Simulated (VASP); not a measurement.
# SnSe (Imm2) in VASP: notebook

SnSe is run at these levels: LDA; tasks: single point.

Everything below comes from runs of VASP 6.6.1. Logs are shortened: lines on timing, memory, paths and dates and some standing lists are left out, and cuts for length are marked.

## Step 1: The cell of the first run

Symmetry: Imm2, No. 44, orthorhombic system. Conventional cell: a = 4.167 Å, b = 5.893 Å, c = 4.167 Å, α = 90.00°, β = 90.00°, γ = 90.00°. Sn (site symmetry mm2) has 6 Se at 2.88 to 3.02 Å within 3.8 Å. Se (site symmetry mm2) has 6 Sn at 2.88 to 3.02 Å within 3.8 Å.

## Step 2: Single point, LDA

INCAR

```
PREC = Accurate
ENCUT = 520
EDIFF = 1E-6
ISMEAR = 0
SIGMA = 0.05
LREAL = F
LASPH = T
NELM = 80
ALGO = Normal
ISIF = 2
LWAVE = F
LCHARG = F
NBANDS = 17
```

KPOINTS

```
Automatic mesh
0
Gamma
  8 8 8
```

POSCAR

```
SnSe
1.0
    0.0000000000      2.9466477701      2.9466477701
    2.9466477701      0.0000000000      2.9466477701
    2.9466477701      2.9466477701      0.0000000000
Sn Se
1 1
Direct
    0.0239969904      0.0000000000      0.0000000000
    0.5000000000      0.5000000000      0.5000000000
```

Potentials or basis: VASP PAW LDA potentials, release 64 (Sn_d, Se).

Run with:

```console
cat potpaw_LDA.64/Sn_d/POTCAR potpaw_LDA.64/Se/POTCAR > POTCAR
mpirun -np 1 vasp_std > vasp.out
```

OUTCAR:

```text
PREC = Accurate
   ENCUT = 520
   EDIFF = 1E-6
   ISMEAR = 0
   LREAL = F
   LASPH = T
   NELM = 80
   ISIF = 2

 ion  position               nearest neighbor table
   1  0.024  0.000  0.000-   2 2.88   2 2.88   2 2.95   2 2.95   2 3.02   2 3.02
   2  0.500  0.500  0.500-   1 2.88   1 2.88   1 2.95   1 2.95   1 3.02   1 3.02

  LATTYP: Found a face centered cubic cell.
 ALAT       =     5.8932955402

  Lattice vectors:

 A1 = (   0.0000000000,   2.9466477701,   2.9466477701)
 A2 = (   2.9466477701,   0.0000000000,   2.9466477701)
 A3 = (   2.9466477701,   2.9466477701,   0.0000000000)

Analysis of symmetry for initial positions (statically):
=====================================================================
 Subroutine PRICEL returns:
 Original cell was already a primitive cell.

 Routine SETGRP: Setting up the symmetry group for a
 face centered cubic supercell.

 Subroutine GETGRP returns: Found  4 space group operations
 (whereof  4 operations were pure point group operations)
 out of a pool of 48 trial point group operations.

The static configuration has the point symmetry C_2v.

Analysis of symmetry for dynamics (positions and initial velocities):
=====================================================================
 Subroutine PRICEL returns:
 Original cell was already a primitive cell.

 Routine SETGRP: Setting up the symmetry group for a
 face centered cubic supercell.

 Subroutine GETGRP returns: Found  4 space group operations
 (whereof  4 operations were pure point group operations)
 out of a pool of 48 trial point group operations.

The dynamic configuration has the point symmetry C_2v.

 Subroutine INISYM returns: Found  4 space group operations
 (whereof  4 operations are pure point group operations),
 and found     1 'primitive' translations

----------------------------------------------------------------------------------------

                                     Primitive cell

  volume of cell :      51.1699

  direct lattice vectors                    reciprocal lattice vectors
     0.000000000  2.946647770  2.946647770    -0.169684346  0.169684346  0.169684346
     2.946647770  0.000000000  2.946647770     0.169684346 -0.169684346  0.169684346
     2.946647770  2.946647770  0.000000000     0.169684346  0.169684346 -0.169684346

  length of vectors
     4.167189240  4.167189240  4.167189240     0.293901909  0.293901909  0.293901909

  position of ions in fractional coordinates (direct lattice)
     0.023996990  0.000000000  0.000000000
     0.500000000  0.500000000  0.500000000

  ion indices of the primitive-cell ions
   primitive index   ion index
                 1           1
                 2           2

----------------------------------------------------------------------------------------

 KPOINTS: Automatic mesh

Automatic generation of k-mesh.
 Grid dimensions read from file:
 generate k-points for:    8    8    8

 Generating k-lattice:

  Cartesian coordinates                     Fractional coordinates (reciprocal lattice)
    -0.021210543  0.021210543  0.021210543     0.125000000  0.000000000  0.000000000
     0.021210543 -0.021210543  0.021210543     0.000000000  0.125000000  0.000000000
     0.021210543  0.021210543 -0.021210543     0.000000000  0.000000000  0.125000000

  Length of vectors
     0.036737739  0.036737739  0.036737739

  Shift w.r.t. Gamma in fractional coordinates (k-lattice)
     0.000000000  0.000000000  0.000000000

 Subroutine IBZKPT returns following result:
 ===========================================

 Found     95 irreducible k-points:

 Following reciprocal coordinates:
            Coordinates               Weight
  0.000000  0.000000  0.000000      1.000000
  0.125000  0.000000  0.000000      4.000000
  0.000000  0.125000  0.000000      4.000000
  0.250000  0.000000  0.000000      4.000000
  0.000000  0.250000  0.000000      4.000000
  0.375000  0.000000  0.000000      4.000000
[... 16 lines left out ...]
  0.375000 -0.125000 -0.125000      4.000000
 -0.375000  0.125000  0.000000      8.000000
 [... further k-points ...]
   k-points           NKPTS =     95   k-points in BZ     NKDIM =     95   number of bands    NBANDS=     17
   number of dos      NEDOS =    301   number of ions     NIONS =      2
   total plane-waves  NPLWV =  32768
   dimension x,y,z NGX =    32 NGY =   32 NGZ =   32
   dimension x,y,z NGXF=    64 NGYF=   64 NGZF=   64
   ions per type =               1   1
   NGX,Y,Z   is equivalent  to a cutoff of  12.77, 12.77, 12.77 a.u.
   NGXF,Y,Z  is equivalent  to a cutoff of  25.53, 25.53, 25.53 a.u.
 SYSTEM =  unknown system
   PREC   = accura    normal or accurate (medium, high low for compatibility)
   ISTART =      0    job   : 0-new  1-cont  2-samecut
   ICHARG =      2    charge: 1-file 2-atom 10-const
   ISPIN  =      1    spin polarized calculation?
   LNONCOLLINEAR =      F non collinear calculations
   LSORBIT =      F    spin-orbit coupling
[... 20 lines left out ...]
   IALGO  =     38    algorithm
   IMIX   =      4    mixing-type and parameters
     AMIX     =   0.40;   BMIX     =  1.00
     AMIX_MAG =   1.60;   BMIX_MAG =  1.00
  volume/ion in A,a.u.               =      25.58       172.66
  Fermi-wavevector in a.u.,A,eV,Ry     =   1.196961  2.261928 19.493274  1.432715
  Thomas-Fermi vector in A             =   2.332888
   LORBIT       =      0    0 simple, 1 ext, 2 COOP (PROOUT), +10 PAW based schemes
   GGA     = CA    functional components
   LHFCALC =     F    Hartree Fock is set to
   AEXX    =    0.0000 exact exchange contribution
   IVDW    =     0    specifies the selected vdW correction
   LEPSILON=     F    determine dielectric tensor
   LRPA    =     F    only Hartree local field effects (RPA)
 non-spin polarized calculation
 Gauss-broadening in eV      SIGMA  =   0.05
  energy-cutoff  :      520.00
  volume of cell :       51.17
 maximum number of plane-waves:      1411
   NGX = 15   NGY = 15   NGZ = 15

 number of electron      20.0000000 magnetization

 Free energy of the ion-electron system (eV)
  ---------------------------------------------------
  ext. energy  EPLUGINS =         0.00000000
  ---------------------------------------------------
  free energy    TOTEN  =        -9.50712290 eV

  energy without entropy =       -9.50712290  energy(sigma->0) =       -9.50712290

 E-fermi :   6.3063     XC(G=0): -10.1658

 val. band max:        6.0374708352   @ k =   0.0000   0.5000   0.0000
 cond. band min:       6.8013705503   @ k =   0.5000  -0.1250  -0.1250
 fundamental gap:      0.7638997151
 Fermi energy:         6.3063139153

 k-point     1 :       0.0000    0.0000    0.0000
  band No.  band energies     occupation
      1     -15.3262      2.00000
      2     -15.3258      2.00000
      3     -15.3208      2.00000
      4     -15.3204      2.00000
      5     -15.3197      2.00000
      6      -8.1683      2.00000
[... 9 lines left out ...]
     16      12.0620      0.00000
     17      14.1875      0.00000

 k-point     2 :       0.1250    0.0000    0.0000
  band No.  band energies     occupation
      1     -15.3275      2.00000
      2     -15.3270      2.00000
      3     -15.3198      2.00000
      4     -15.3186      2.00000
      5     -15.3177      2.00000
      6      -8.0452      2.00000
[... 9 lines left out ...]
     16      12.3930      0.00000
     17      15.4523      0.00000

 k-point     3 :       0.0000    0.1250    0.0000
  band No.  band energies     occupation
      1     -15.3272      2.00000
      2     -15.3271      2.00000
      3     -15.3200      2.00000
      4     -15.3183      2.00000
      5     -15.3180      2.00000
      6      -8.0445      2.00000
[... 9 lines left out ...]
     16      12.3952      0.00000
     17      15.4224      0.00000

 k-point     4 :       0.2500    0.0000    0.0000
  band No.  band energies     occupation
      1     -15.3312      2.00000
      2     -15.3307      2.00000
      3     -15.3187      2.00000
      4     -15.3127      2.00000
      5     -15.3118      2.00000
      6      -7.7104      2.00000
[... 9 lines left out ...]
     16      13.3648      0.00000
     17      17.8010      0.00000
[... 343 lines left out ...]
      1     -15.3404      2.00000
      2     -15.3328      2.00000
      3     -15.3166      2.00000
      4     -15.3061      2.00000
      5     -15.3030      2.00000
      6      -7.0380      2.00000
[... 9 lines left out ...]
     16      16.5514      0.00000
     17      16.8234      0.00000

 k-point    23 :       0.3750   -0.1250   -0.1250
  band No.  band energies     occupation
      1     -15.3406      2.00000
      2     -15.3329      2.00000
      3     -15.3162      2.00000
      4     -15.3058      2.00000
      5     -15.3034      2.00000
      6      -7.0459      2.00000
[... 9 lines left out ...]
     16      16.5549      0.00000
     17      16.8398      0.00000

 k-point    24 :      -0.3750    0.1250    0.0000
  band No.  band energies     occupation
      1     -15.3378      2.00000
      2     -15.3344      2.00000
      3     -15.3160      2.00000
      4     -15.3060      2.00000
      5     -15.3051      2.00000
      6      -7.1152      2.00000
[... 9 lines left out ...]
     16      15.8951      0.00000
     17      17.1835      0.00000

 [... further k-points ...]
[... 5 lines left out ...]
  --------------------------------------------------------------------------------------
  -------------------------------------------------------------------------------------
  Total        0.0564695      0.1133684      0.1133684      0.0000000      0.0207364      0.0000000
  in kB        1.7681115      3.5496701      3.5496701      0.0000000      0.6492752      0.0000000
  external PRESSURE =       2.9558172 kB  Pullay stress =       0.0000000 kB

 VOLUME and BASIS-vectors are now :
 -----------------------------------------------------------------------------
  energy-cutoff  :      520.00
  volume of cell :       51.17
      direct lattice vectors                 reciprocal lattice vectors
     0.000000000  2.946647770  2.946647770    -0.169684346  0.169684346  0.169684346
     2.946647770  0.000000000  2.946647770     0.169684346 -0.169684346  0.169684346
     2.946647770  2.946647770  0.000000000     0.169684346  0.169684346 -0.169684346

 POSITION                                       TOTAL-FORCE (eV/Angst)
 -----------------------------------------------------------------------------------
      0.00000      0.07071      0.07071        -0.000000     -0.041732     -0.041732
      2.94665      2.94665      2.94665         0.000000      0.041732      0.041732
 -----------------------------------------------------------------------------------
    total drift:                                0.000000      0.000039      0.000039

  FREE ENERGIE OF THE ION-ELECTRON SYSTEM (eV)
  ---------------------------------------------------
  free  energy   TOTEN  =        -9.5071229038 eV

  energy  without entropy=       -9.5071229038  energy(sigma->0) =       -9.50712290
```

Run time: 19 s. Hardware: 1 thread of Intel Xeon 6975P-C (Granite Rapids), shared host; peak memory 0.21 GiB.

What came out:

```
Free energy            : -9.5071 eV
Pressure               : 0.3 GPa
Largest force          : 0.059 eV/Å
Band gap on the k mesh : 0.76 eV, indirect (least direct gap 0.88 eV)
```

Forces in eV/Å, atoms in the order of the input:
```
Sn   0.000 -0.042 -0.042
Se   0.000  0.042  0.042
```

Stress tensor (GPa, compression positive):
```
0.18 0.00 0.00
0.00 0.35 0.06
0.00 0.06 0.35
```

Caveat: the cell differs from its parent crystal (all Sn atoms moved -0.100 Å, as atom 1 towards its neighbour atom 1 (Sn) at 4.167 Å); spin-orbit coupling is left out, which moves the levels of the heavy elements. A k mesh can miss the band edges.

## Step 3: Single point, LDA

INCAR

```
SYSTEM = SnSe
PREC = Accurate ; ENCUT = 520
EDIFF = 1E-6 ; ISMEAR = 0
SIGMA = 0.05 ; LREAL = .False.
LASPH = .True. ; NELM = 100
ALGO = Normal ; ISIF = 2
LWAVE = .False. ; LCHARG = .False.
NBANDS = 17
```

KPOINTS

```
regular mesh
0
Gamma
  8 8 8
  0 0 0
```

POSCAR: that of step 2 with these lines changed.

```diff
@@ -8,3 +8,3 @@
 Direct
-    0.0239969904      0.0000000000      0.0000000000
+   -0.0179977428      0.0000000000      0.0000000000
     0.5000000000      0.5000000000      0.5000000000
```

Potentials or basis: VASP PAW LDA potentials, release 64 (Sn_d, Se).

Run with:

```console
cat potpaw_LDA.64/Sn_d/POTCAR potpaw_LDA.64/Se/POTCAR > POTCAR
mpirun -np 1 vasp_std > vasp.out
```

It took 20 s on 1 thread of Intel Xeon 6975P-C (Granite Rapids), shared host; peak memory 0.21 GiB.

It converged, with:

| Item | Value |
| --- | --- |
| Free energy | -9.5083 eV |
| Pressure | 0.2 GPa |
| Largest force | 0.040 eV/Å |
| Band gap on the k mesh | 0.77 eV, indirect (least direct gap 0.90 eV) |

Forces on the atoms (eV/Å):
```
Sn   0.000  0.028  0.028
Se   0.000 -0.028 -0.028
```

Stress tensor (GPa, compression positive):
```
0.15 0.00 0.00
0.00 0.25 0.04
0.00 0.04 0.25
```

Levels at points of the mesh, in eV from the valence-band top:
| k point | band 7 | band 8 | band 9 | band 10 | band 11 | band 12 | band 13 | band 14 |
| --- | --- | --- | --- | --- | --- | --- | --- | --- |
| (0.00, 0.00, 0.00) | -4.84 | -2.24 | -2.22 | -2.22 | 4.53 | 4.54 | 4.60 | 5.92 |
| (0.50, 0.00, 0.00) | -8.31 | -1.97 | -1.95 | -0.04 | 0.92 | 1.28 | 1.30 | 8.45 |
| (0.00, 0.50, 0.00) | -8.32 | -1.97 | -1.96 | 0.00 | 0.89 | 1.29 | 1.31 | 8.46 |
| (0.50, 0.50, 0.00) | -6.13 | -5.67 | -3.80 | -3.80 | 2.88 | 5.76 | 5.77 | 6.43 |
| (0.00, 0.50, 0.50) | -6.00 | -5.80 | -3.82 | -3.78 | 2.86 | 5.76 | 5.79 | 6.42 |

Caveat: the cell differs from its parent crystal (all Sn atoms moved +0.075 Å, as atom 1 towards its neighbour atom 1 (Sn) at 4.167 Å); spin-orbit coupling is left out, which moves the levels of the heavy elements. A k mesh can miss the band edges.

## Step 4: Single point, LDA

INCAR

```
SYSTEM = SnSe
PREC = Accurate
ENCUT = 520
EDIFF = 1E-6
ISMEAR = 0
SIGMA = 0.05
LREAL = .FALSE.
LASPH = .TRUE.
NELM = 80
ALGO = Normal
ISIF = 2
LWAVE = .FALSE.
LCHARG = .FALSE.
NBANDS = 17
```

KPOINTS

```
regular mesh
0
G
  8 8 8
  0 0 0
```

POSCAR: that of step 3 with these lines changed.

```diff
@@ -8,3 +8,3 @@
 Direct
-   -0.0179977428      0.0000000000      0.0000000000
+    0.0119984952      0.0000000000      0.0000000000
     0.5000000000      0.5000000000      0.5000000000
```

Run with:

```console
cat potpaw_LDA.64/Sn_d/POTCAR potpaw_LDA.64/Se/POTCAR > POTCAR
mpirun -np 1 vasp_std > vasp.out
```

It took 21 s on 1 thread of Intel Xeon 6975P-C (Granite Rapids), shared host; peak memory 0.21 GiB.

Results (log left out):

```yaml
Free_energy: -9.5091 eV
Pressure: 0.2 GPa
Largest_force: 0.024 eV/Å
Band_gap_on_the_k_mesh: 0.77 eV, indirect (least direct gap 0.91 eV)
```

Forces on the atoms (eV/Å):
```
Sn   0.000 -0.017 -0.017
Se   0.000  0.017  0.017
```

Levels at points of the mesh, in eV from the valence-band top:
| k point | band 6 | band 7 | band 8 | band 9 | band 10 | band 11 | band 12 | band 13 | band 14 | band 15 |
| --- | --- | --- | --- | --- | --- | --- | --- | --- | --- | --- |
| (0.00, 0.00, 0.00) | -14.19 | -4.84 | -2.23 | -2.22 | -2.22 | 4.56 | 4.56 | 4.59 | 5.92 | 5.95 |
| (0.50, 0.00, 0.00) | -13.11 | -8.31 | -1.96 | -1.95 | -0.02 | 0.91 | 1.27 | 1.28 | 8.46 | 10.43 |
| (0.00, 0.50, 0.00) | -13.11 | -8.32 | -1.96 | -1.96 | -0.01 | 0.90 | 1.28 | 1.29 | 8.46 | 10.43 |
| (0.50, 0.50, 0.00) | -12.77 | -6.07 | -5.73 | -3.81 | -3.80 | 2.89 | 5.75 | 5.75 | 6.42 | 10.85 |
| (0.00, 0.50, 0.50) | -12.77 | -6.00 | -5.80 | -3.81 | -3.80 | 2.88 | 5.75 | 5.77 | 6.42 | 10.85 |

Caveat: the cell differs from its parent crystal (all Sn atoms moved -0.050 Å, as atom 1 towards its neighbour atom 1 (Sn) at 4.167 Å); spin-orbit coupling is left out, which moves the levels of the heavy elements. A k mesh can miss the band edges.

## Step 5: Single point, LDA

INCAR

```
SYSTEM = SnSe
  ALGO = Normal
  EDIFF = 1E-7
  ENCUT = 520
  GGA = CA
  ISIF = 2
  ISMEAR = 0
  LASPH = .True.
  LCHARG = .True.
  LELF = .True.
  LREAL = .False.
  LVHAR = .True.
  LWAVE = .False.
  NBANDS = 17
  NELM = 80
  PREC = Accurate
  SIGMA = 0.05
```

KPOINTS

```
k-points
0
Gamma
  8 8 8
  0 0 0
```

POSCAR: that of step 4 with these lines changed.

```diff
@@ -8,3 +8,3 @@
 Direct
-    0.0119984952      0.0000000000      0.0000000000
+   -0.0059992476      0.0000000000      0.0000000000
     0.5000000000      0.5000000000      0.5000000000
```

Run with:

```console
cat potpaw_LDA.64/Sn_d/POTCAR potpaw_LDA.64/Se/POTCAR > POTCAR
mpirun -np 1 vasp_std > vasp.out
```

It took 24 s on 1 thread of Intel Xeon 6975P-C (Granite Rapids), shared host; peak memory 0.21 GiB.

The run converged. Its results:

```
Free energy            : -9.5096 eV
Pressure               : 0.1 GPa
Largest force          : 0.011 eV/Å
Band gap on the k mesh : 0.77 eV, indirect (least direct gap 0.91 eV)
```

Forces in eV/Å, atoms in the order of the input:
```
Sn   0.000  0.008  0.008
Se   0.000 -0.008 -0.008
```

Levels at points of the mesh, in eV from the valence-band top:
| k point | band 6 | band 7 | band 8 | band 9 | band 10 | band 11 | band 12 | band 13 | band 14 | band 15 |
| --- | --- | --- | --- | --- | --- | --- | --- | --- | --- | --- |
| (0.00, 0.00, 0.00) | -14.19 | -4.84 | -2.23 | -2.22 | -2.22 | 4.58 | 4.58 | 4.59 | 5.92 | 5.93 |
| (0.50, 0.00, 0.00) | -13.11 | -8.32 | -1.95 | -1.95 | -0.02 | 0.90 | 1.27 | 1.27 | 8.46 | 10.43 |
| (0.00, 0.50, 0.00) | -13.11 | -8.32 | -1.95 | -1.95 | -0.01 | 0.90 | 1.27 | 1.28 | 8.46 | 10.43 |
| (0.50, 0.50, 0.00) | -12.77 | -6.02 | -5.78 | -3.81 | -3.81 | 2.90 | 5.75 | 5.75 | 6.42 | 10.85 |
| (0.00, 0.50, 0.50) | -12.77 | -6.00 | -5.80 | -3.81 | -3.80 | 2.89 | 5.75 | 5.75 | 6.42 | 10.85 |

Caveat: the cell differs from its parent crystal (all Sn atoms moved +0.025 Å, as atom 1 towards its neighbour atom 1 (Sn) at 4.167 Å); spin-orbit coupling is left out, which moves the levels of the heavy elements.

## Step 6: Single point, LDA

INCAR

```
PREC = Accurate
ENCUT = 520
EDIFF = 1E-6
ISMEAR = 0
SIGMA = 0.05
LREAL = F
LASPH = T
NELM = 60
ALGO = Normal
ISIF = 2
LWAVE = F
LCHARG = T
LELF = T
LVHAR = T
NBANDS = 17
```

KPOINTS

```
regular mesh
0
Gamma
  8 8 8
```

POSCAR: that of step 5 with these lines changed.

```diff
@@ -8,3 +8,3 @@
 Direct
-   -0.0059992476      0.0000000000      0.0000000000
+   -0.0209973666      0.0000000000      0.0000000000
     0.5000000000      0.5000000000      0.5000000000
```

Potentials or basis: VASP PAW LDA potentials, release 64 (Sn_d, Se).

Run with:

```console
cat potpaw_LDA.64/Sn_d/POTCAR potpaw_LDA.64/Se/POTCAR > POTCAR
mpirun -np 1 vasp_std > vasp.out
```

Run time: 22 s. Hardware: 1 thread of Intel Xeon 6975P-C (Granite Rapids), shared host; peak memory 0.21 GiB.

The run converged. Its results:

| Property | Result |
| --- | --- |
| Free energy | -9.5078 eV |
| Pressure | 0.3 GPa |
| Largest force | 0.049 eV/Å |
| Band gap on the k mesh | 0.77 eV, indirect (least direct gap 0.89 eV) |

Forces in eV/Å, atoms in the order of the input:
```
Sn   0.000  0.034  0.034
Se   0.000 -0.034 -0.034
```

Stress tensor (GPa, compression positive):
```
0.16 0.00 0.00
0.00 0.30 0.05
0.00 0.05 0.30
```

Levels at points of the mesh, in eV from the valence-band top:
```csv
k point,band 6,band 7,band 8,band 9,band 10,band 11,band 12,band 13,band 14,band 15
"(0.00, 0.00, 0.00)",-14.20,-4.83,-2.24,-2.22,-2.22,4.51,4.52,4.60,5.92,6.00
"(0.50, 0.00, 0.00)",-13.12,-8.30,-1.98,-1.95,-0.04,0.93,1.28,1.30,8.44,10.43
"(0.00, 0.50, 0.00)",-13.11,-8.32,-1.97,-1.97,0.00,0.89,1.30,1.33,8.45,10.42
"(0.50, 0.50, 0.00)",-12.77,-6.16,-5.64,-3.80,-3.80,2.87,5.76,5.77,6.43,10.85
"(0.00, 0.50, 0.50)",-12.77,-6.00,-5.80,-3.82,-3.78,2.85,5.76,5.81,6.42,10.85
```

Caveat: the cell differs from its parent crystal (all Sn atoms moved +0.087 Å, as atom 1 towards its neighbour atom 1 (Sn) at 4.167 Å); spin-orbit coupling is left out, which moves the levels of the heavy elements. A k mesh can miss the band edges.
